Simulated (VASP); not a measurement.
Wanted: the native input for a VASP 6.6.1 run.

```yaml
Task: single point
Functional: PBE
Potentials_or_basis: VASP PAW PBE potentials, release 64 (Zr_sv, B)
Cutoff: 520 eV
k_mesh: 12 × 12 × 6
Occupations: gaussian, width 0.1 eV
Spin: no spin polarisation
Dipole_correction: no
Further_INCAR_settings: ALGO = Fast; EDIFF = 1e-06; NBANDS = 34
```

The structure of Zr4B lies in POSCAR:

```
Zr4B
1.0
    4.8852543850      0.0000000000      0.0000000000
   -2.4426271925      4.2307544014      0.0000000000
    0.0000000000      0.0000000000      7.7307323811
Zr B
4 1
Direct
    0.0000000000      0.0000000000      0.8082904940
    0.0000000000      0.0000000000      0.1917095060
    0.3333333333      0.6666666667      0.0000000000
    0.6666666667      0.3333333333      0.0000000000
    0.0000000000      0.0000000000      0.5000000000
```

The cell was built from a structure type or drawn by symmetry, and may not be a known phase.

These files were run (other wordings do the same):

INCAR

```
ALGO     = Fast           # electronic algorithm
EDIFF    = 1E-6           # SCF threshold, eV
ENCUT    = 520            # plane-wave cutoff, eV
GGA      = PE             # functional
ISIF     = 2              # what is computed and relaxed
ISMEAR   = 0              # smearing method
LASPH    = T              # aspherical terms in the spheres
LCHARG   = F              # write CHGCAR
LREAL    = F              # projectors in reciprocal space
LWAVE    = F              # write WAVECAR
NBANDS   = 34             # bands
NELM     = 100            # most SCF steps
PREC     = Accurate       # precision mode
SIGMA    = 0.1            # smearing width, eV
```

KPOINTS

```
k-points
0
Gamma
  12 12 6
```

Potentials or basis: VASP PAW PBE potentials, release 64 (Zr_sv, B).

Launch:

```sh
$ cat potpaw_PBE.64/Zr_sv/POTCAR potpaw_PBE.64/B/POTCAR > POTCAR
$ mpirun -np 1 vasp_std > vasp.out
```

Results of the run:

```yaml
Pressure: 0.0 GPa
Band_gap_on_the_k_mesh: zero (an odd number of electrons rules out a gap without spin polarisation)
```

Wall time 27 min on 1 thread of Intel Xeon 8259CL (shared host), peak memory 0.48 GiB.
